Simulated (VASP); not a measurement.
# Hf3SnS4 (P-6m2) in VASP: single point with PBE

Aim: the single point of Hf3SnS4 with PBE.

Everything below comes from runs of VASP 6.6.1. Logs are shortened: lines on timing, memory, paths and dates and some standing lists are left out, and cuts for length are marked.

### Step 1. The cell of the first run

It takes space group P-6m2 (No. 187, hexagonal). Conventional cell: a = 7.101 Å, b = 7.101 Å, c = 3.468 Å, α = 90.00°, β = 90.00°, γ = 120.00°. Within 3.7 Å of Hf (site symmetry mm2) lie 6 S at 2.59 to 2.74 Å and 6 Hf at 3.42 to 3.68 Å and 2 Sn at 3.55 Å. Within 3.7 Å of Sn (site symmetry -6m2) lie 6 S at 2.83 Å and 2 Sn at 3.47 Å and 6 Hf at 3.55 Å. S (site symmetry mm2) has 4 Hf at 2.59 Å and 2 Sn at 2.83 Å and 6 S at 3.22 to 3.56 Å within 3.6 Å. Within 3.6 Å of S (site symmetry -6m2) lie 6 Hf at 2.74 Å and 8 S at 3.47 to 3.56 Å.

### Step 2. Single point, PBE

INCAR

```
PREC = Accurate ; ENCUT = 500
EDIFF = 1E-6 ; ISMEAR = 0
SIGMA = 0.15 ; LREAL = False
LASPH = True ; NELM = 120
ALGO = Normal ; ISIF = 2
LWAVE = False ; LCHARG = False
GGA = PE ; NBANDS = 44
GGA_COMPAT = False
```

KPOINTS

```
Automatic mesh
0
Gamma
  2 2 3
```

POSCAR

```
Hf3SnS4
1.0
    7.1007974267      0.0000000000      0.0000000000
   -3.5503987134      6.1494709587      0.0000000000
    0.0000000000      0.0000000000      3.4676946854
Hf Sn S
3 1 4
Direct
    0.4938992053      0.5061007947      0.0000000000
    0.0122015893      0.5061007947      0.0000000000
    0.4938992053     -0.0122015893      0.0000000000
    0.0000000000      0.0000000000      0.0000000000
    0.6355598176      0.8177799088      0.5000000000
    0.6666666667      0.3333333333      0.5000000000
    0.1822200912      0.3644401824      0.5000000000
    0.1822200912      0.8177799088      0.5000000000
```

Potentials or basis: VASP PAW PBE potentials, release 64 (Hf_pv, Sn_d, S).

The run is started by

```bash
$ cat potpaw_PBE.64/Hf_pv/POTCAR potpaw_PBE.64/Sn_d/POTCAR potpaw_PBE.64/S/POTCAR > POTCAR
$ mpirun -np 1 vasp_std > vasp.out
```

OUTCAR:

```text
PREC = Accurate
   ENCUT = 500
   EDIFF = 1E-6
   ISMEAR = 0
   LREAL = False
   LASPH = True
   NELM = 120
   ISIF = 2
   GGA = PE

 ion  position               nearest neighbor table
   1  0.494  0.506  0.000-   7 2.59   7 2.59   5 2.59   5 2.59   6 2.74   6 2.74   2 3.42   3 3.42
                             4 3.55   4 3.55   2 3.68   3 3.68
   2  0.012  0.506  0.000-   8 2.59   8 2.59   7 2.59   7 2.59   6 2.74   6 2.74   1 3.42   3 3.42
                             4 3.55   4 3.55   1 3.68   3 3.68
   3  0.494  0.988  0.000-   8 2.59   8 2.59   5 2.59   5 2.59   6 2.74   6 2.74   2 3.42   1 3.42
                             4 3.55   4 3.55   2 3.68   1 3.68
   4  0.000  0.000  0.000-   5 2.83   5 2.83   8 2.83   8 2.83   7 2.83   7 2.83   3 3.55   2 3.55
                             1 3.55   1 3.55   3 3.55   2 3.55
   5  0.636  0.818  0.500-   1 2.59   1 2.59   3 2.59   3 2.59   4 2.83   4 2.83
   6  0.667  0.333  0.500-   2 2.74   2 2.74   3 2.74   3 2.74   1 2.74   1 2.74
   7  0.182  0.364  0.500-   1 2.59   1 2.59   2 2.59   2 2.59   4 2.83   4 2.83
   8  0.182  0.818  0.500-   3 2.59   3 2.59   2 2.59   2 2.59   4 2.83   4 2.83

  LATTYP: Found a hexagonal cell.
 ALAT       =     7.1007974267
 C/A-ratio  =     0.4883528535

  Lattice vectors:

 A1 = (   7.1007974267,   0.0000000000,   0.0000000000)
 A2 = (  -3.5503987134,   6.1494709587,   0.0000000000)
 A3 = (   0.0000000000,   0.0000000000,   3.4676946854)

Analysis of symmetry for initial positions (statically):
=====================================================================
 Subroutine PRICEL returns:
 Original cell was already a primitive cell.

 Routine SETGRP: Setting up the symmetry group for a
 hexagonal supercell.

 Subroutine GETGRP returns: Found 12 space group operations
 (whereof 12 operations were pure point group operations)
 out of a pool of 24 trial point group operations.

The static configuration has the point symmetry D_3h.

Analysis of symmetry for dynamics (positions and initial velocities):
=====================================================================
 Subroutine PRICEL returns:
 Original cell was already a primitive cell.

 Routine SETGRP: Setting up the symmetry group for a
 hexagonal supercell.

 Subroutine GETGRP returns: Found 12 space group operations
 (whereof 12 operations were pure point group operations)
 out of a pool of 24 trial point group operations.

The dynamic configuration has the point symmetry D_3h.

 Subroutine INISYM returns: Found 12 space group operations
 (whereof 12 operations are pure point group operations),
 and found     1 'primitive' translations

----------------------------------------------------------------------------------------

                                     Primitive cell

  volume of cell :     151.4209

  direct lattice vectors                    reciprocal lattice vectors
     7.100797427  0.000000000  0.000000000     0.140829253  0.081307807  0.000000000
    -3.550398713  6.149470959  0.000000000     0.000000000  0.162615615  0.000000000
     0.000000000  0.000000000  3.467694685     0.000000000  0.000000000  0.288376022

  length of vectors
     7.100797427  7.100797427  3.467694685     0.162615615  0.162615615  0.288376022

  position of ions in fractional coordinates (direct lattice)
     0.493899205  0.506100795  0.000000000
     0.012201589  0.506100795  0.000000000
     0.493899205  0.987798411  0.000000000
     0.000000000  0.000000000  0.000000000
     0.635559818  0.817779909  0.500000000
     0.666666667  0.333333333  0.500000000
     0.182220091  0.364440182  0.500000000
     0.182220091  0.817779909  0.500000000

  ion indices of the primitive-cell ions
   primitive index   ion index
                 1           1
                 2           2
                 3           3
                 4           4
                 5           5
                 6           6
                 7           7
                 8           8

----------------------------------------------------------------------------------------

 KPOINTS: Automatic mesh

Automatic generation of k-mesh.
 Grid dimensions read from file:
 generate k-points for:    2    2    3

 Generating k-lattice:

  Cartesian coordinates                     Fractional coordinates (reciprocal lattice)
     0.070414627  0.040653904  0.000000000     0.500000000  0.000000000  0.000000000
     0.000000000  0.081307807  0.000000000     0.000000000  0.500000000  0.000000000
     0.000000000  0.000000000  0.096125341     0.000000000  0.000000000  0.333333333

  Length of vectors
     0.081307807  0.081307807  0.096125341

  Shift w.r.t. Gamma in fractional coordinates (k-lattice)
     0.000000000  0.000000000  0.000000000

 Subroutine IBZKPT returns following result:
 ===========================================

 Found      4 irreducible k-points:

 Following reciprocal coordinates:
            Coordinates               Weight
  0.000000  0.000000  0.000000      1.000000
  0.500000  0.000000  0.000000      3.000000
  0.000000  0.000000  0.333333      2.000000
  0.500000  0.000000  0.333333      6.000000
   k-points           NKPTS =      4   k-points in BZ     NKDIM =      4   number of bands    NBANDS=     44
   number of dos      NEDOS =    301   number of ions     NIONS =      8
   total plane-waves  NPLWV =  81648
   dimension x,y,z NGX =    54 NGY =   54 NGZ =   28
   dimension x,y,z NGXF=   108 NGYF=  108 NGZF=   56
   ions per type =               3   1   4
   NGX,Y,Z   is equivalent  to a cutoff of  12.64, 12.64, 13.42 a.u.
   NGXF,Y,Z  is equivalent  to a cutoff of  25.29, 25.29, 26.85 a.u.
 SYSTEM =  unknown system
   PREC   = accura    normal or accurate (medium, high low for compatibility)
   ISTART =      0    job   : 0-new  1-cont  2-samecut
   ICHARG =      2    charge: 1-file 2-atom 10-const
   ISPIN  =      1    spin polarized calculation?
   LNONCOLLINEAR =      F non collinear calculations
   LSORBIT =      F    spin-orbit coupling
   LASPH  =      T    aspherical Exc in radial PAW
   ENCUT  =  500.0 eV  36.75 Ry    6.06 a.u.  12.95 12.95  6.32*2*pi/ulx,y,z
   NELM   =    120;   NELMIN=  2; NELMDL= -5     # of ELM steps
   EDIFF  = 0.1E-05   stopping-criterion for ELM
   LREAL  =      F    real-space projection
   EDIFFG = 0.1E-04   stopping-criterion for IOM
   NSW    =      0    number of steps for IOM
   IBRION =     -1    ionic relax: 0-MD 1-quasi-New 2-CG
   NFREE  =      0    steps in history (QN), initial steepest desc. (CG)
   ISIF   =      2    stress and relaxation
   ISYM   =      2    0-nonsym 1-usesym 2-fastsym
   POTIM  = 0.5000    time-step for ionic-motion
   TEBEG  =    0.0;   TEEND  =   0.0 temperature during run
   PSTRESS=    0.0 pullay stress
   NELECT =      68.0000    total number of electrons
   NUPDOWN=      -1.0000    fix difference up-down
   EMIN   =  10.00;   EMAX   =-10.00  energy-range for DOS
   EFERMI =   0.00;   METHOD = LEGACY
   ISMEAR =     0;   SIGMA  =   0.15  broadening in eV -4-tet -1-fermi 0-gaus
   EFERMI_NEDOS =   21; number of points for ismear=-14 and -15
   IALGO  =     38    algorithm
   IMIX   =      4    mixing-type and parameters
     AMIX     =   0.40;   BMIX     =  1.00
     AMIX_MAG =   1.60;   BMIX_MAG =  1.00
  volume/ion in A,a.u.               =      18.93       127.73
  Fermi-wavevector in a.u.,A,eV,Ry     =   1.253668  2.369089 21.384053  1.571684
  Thomas-Fermi vector in A             =   2.387510
   LORBIT       =      0    0 simple, 1 ext, 2 COOP (PROOUT), +10 PAW based schemes
   GGA     = PE    functional components
   LHFCALC =     F    Hartree Fock is set to
   AEXX    =    0.0000 exact exchange contribution
   IVDW    =     0    specifies the selected vdW correction
   LEPSILON=     F    determine dielectric tensor
   LRPA    =     F    only Hartree local field effects (RPA)
 non-spin polarized calculation
 Gauss-broadening in eV      SIGMA  =   0.15
  energy-cutoff  :      500.00
  volume of cell :      151.42
 maximum number of plane-waves:      3858
 NGX is ok and might be reduce to    54
   NGX = 25   NGY = 25   NGZ = 13

 number of electron      68.0000006 magnetization

 Free energy of the ion-electron system (eV)
  ---------------------------------------------------
  ext. energy  EPLUGINS =         0.00000000
  ---------------------------------------------------
  free energy    TOTEN  =       -58.65674077 eV

  energy without entropy =      -58.65333040  energy(sigma->0) =      -58.65503559

 E-fermi :   7.6880     XC(G=0): -11.0967

 val. band max:        7.4224100329   @ k =   0.5000   0.0000   0.3333
 cond. band min:       7.8845424253   @ k =   0.0000   0.0000   0.0000
 fundamental gap:      0.4621323924
 Fermi energy:         7.6880416767

 k-point     1 :       0.0000    0.0000    0.0000
  band No.  band energies     occupation
      1     -24.0328      2.00000
      2     -24.0057      2.00000
      3     -24.0057      2.00000
      4     -23.9352      2.00000
      5     -23.9092      2.00000
      6     -23.9092      2.00000
[... 36 lines left out ...]
     43      10.7986      0.00000
     44      10.9526      0.00000

 k-point     2 :       0.5000    0.0000    0.0000
  band No.  band energies     occupation
      1     -24.0117      2.00000
      2     -23.9762      2.00000
      3     -23.9633      2.00000
      4     -23.9291      2.00000
      5     -23.9169      2.00000
      6     -23.9153      2.00000
[... 36 lines left out ...]
     43      10.6154      0.00000
     44      10.6664      0.00000

 k-point     3 :       0.0000    0.0000    0.3333
  band No.  band energies     occupation
      1     -24.1061      2.00000
      2     -24.0629      2.00000
      3     -24.0629      2.00000
      4     -24.0028      2.00000
      5     -23.9786      2.00000
      6     -23.9786      2.00000
[... 36 lines left out ...]
     43      10.7609      0.00000
     44      10.7890      0.00000

 k-point     4 :       0.5000    0.0000    0.3333
  band No.  band energies     occupation
      1     -24.0959      2.00000
      2     -24.0733      2.00000
      3     -24.0629      2.00000
      4     -23.9839      2.00000
      5     -23.9503      2.00000
      6     -23.9385      2.00000
[... 36 lines left out ...]
     43      10.8084      0.00000
     44      11.2121      0.00000

------------------------ aborting loop because EDIFF is reached ----------------------------------------

  FORCE on cell =-STRESS in cart. coord.  units (eV):
  Direction    XX          YY          ZZ          XY          YZ          ZX
  --------------------------------------------------------------------------------------
  -------------------------------------------------------------------------------------
  Total       -0.7251383     -0.7251383     -1.0451501      0.0000000      0.0000000      0.0000000
  in kB       -7.6726550     -7.6726550    -11.0586857      0.0000000      0.0000000      0.0000000
  external PRESSURE =      -8.8013319 kB  Pullay stress =       0.0000000 kB

 VOLUME and BASIS-vectors are now :
 -----------------------------------------------------------------------------
  energy-cutoff  :      500.00
  volume of cell :      151.42
      direct lattice vectors                 reciprocal lattice vectors
     7.100797427  0.000000000  0.000000000     0.140829253  0.081307807  0.000000000
    -3.550398713  6.149470959  0.000000000     0.000000000  0.162615615  0.000000000
     0.000000000  0.000000000  3.467694685     0.000000000  0.000000000  0.288376022

 POSITION                                       TOTAL-FORCE (eV/Angst)
 -----------------------------------------------------------------------------------
      1.71022      3.11225      0.00000        -0.053097      0.030656     -0.000000
     -1.71022      3.11225      0.00000         0.053097      0.030656     -0.000000
     -0.00000      6.07444      0.00000         0.000000     -0.061311     -0.000000
      0.00000      0.00000      0.00000         0.000000     -0.000000     -0.000000
      1.60954      5.02891      1.73385        -0.073784     -0.042599      0.000000
      3.55040      2.04982      1.73385         0.000000     -0.000000     -0.000000
     -0.00000      2.24111      1.73385        -0.000000      0.085199      0.000000
     -1.60954      5.02891      1.73385         0.073784     -0.042599      0.000000
 -----------------------------------------------------------------------------------
    total drift:                                0.000000     -0.000000      0.000000

  FREE ENERGIE OF THE ION-ELECTRON SYSTEM (eV)
  ---------------------------------------------------
  free  energy   TOTEN  =       -58.6567407671 eV

  energy  without entropy=      -58.6533304037  energy(sigma->0) =      -58.65503559
```

It took 75 s on 1 thread of Intel Xeon 8259CL, shared host; peak memory 0.27 GiB.

Results:

```
Free energy            : -58.6567 eV
Pressure               : -0.9 GPa
Largest force          : 0.085 eV/Å
Band gap on the k mesh : 0.46 eV (least direct gap 0.60 eV)
```

Forces in eV/Å, atoms in the order of the input:
```
Hf  -0.053  0.031  0.000
Hf   0.053  0.031  0.000
Hf   0.000 -0.061  0.000
Sn   0.000  0.000  0.000
S   -0.074 -0.043  0.000
S    0.000  0.000  0.000
S    0.000  0.085  0.000
S    0.074 -0.043  0.000
```

Caveat: the k points lie up to 0.60 Å⁻¹ apart; spin-orbit coupling is left out, which moves the levels of the heavy elements. A k mesh can miss the band edges.
